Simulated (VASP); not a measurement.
Here is a VASP 6.6.1 calculation.

Contents of INCAR:

```
SYSTEM = Ir
PREC     = Accurate       ! precision mode
ENCUT    = 520            ! plane-wave cutoff, eV
EDIFF    = 1E-6           ! SCF threshold, eV
ISMEAR   = -1             ! smearing method
SIGMA    = 0.05           ! smearing width, eV
LREAL    = .FALSE.        ! projectors in reciprocal space
LASPH    = .TRUE.         ! aspherical terms in the spheres
NELM     = 80             ! most SCF steps
ALGO     = Normal         ! electronic algorithm
ISIF     = 2              ! what is computed and relaxed
LWAVE    = .FALSE.        ! write WAVECAR
LCHARG   = .TRUE.         ! write CHGCAR
GGA      = PS             ! functional
LELF     = .TRUE.         ! ELF
LVHAR    = .TRUE.       
NBANDS   = 16             ! bands
```

The input KPOINTS:

```
Automatic mesh
0
G
  13 13 7
  0 0 0
```

The input POSCAR:

```
Ir
1.0
    2.7448628762      0.0000000000      0.0000000000
   -1.3724314381      2.3771209807      0.0000000000
    0.0000000000      0.0000000000      4.4466778595
Ir
2
Direct
    0.3333333333      0.6666666667      0.2500000000
    0.6666666667      0.3333333333      0.7500000000
```

Potentials or basis: VASP PAW PBE potentials, release 64 (Ir).

The run is started by

```sh
$ cat potpaw_PBE.64/Ir/POTCAR > POTCAR
$ mpirun -np 1 vasp_std > vasp.out
```

Task: Predict the band gap on the k mesh.

Result: Zero (bands 9 and 10 overlap by 3.29 eV).

Task: What does it give for the pressure?

Result: -8.9 GPa.

Stress tensor (GPa, compression positive):
```
-9.16  0.00  0.00
 0.00 -9.16  0.00
 0.00  0.00 -8.32
```

Caveat: the cell stands under tension; the PAW data sets were made with another functional, which shifts forces and pressure a little; spin-orbit coupling is left out, which moves the levels of the heavy elements.
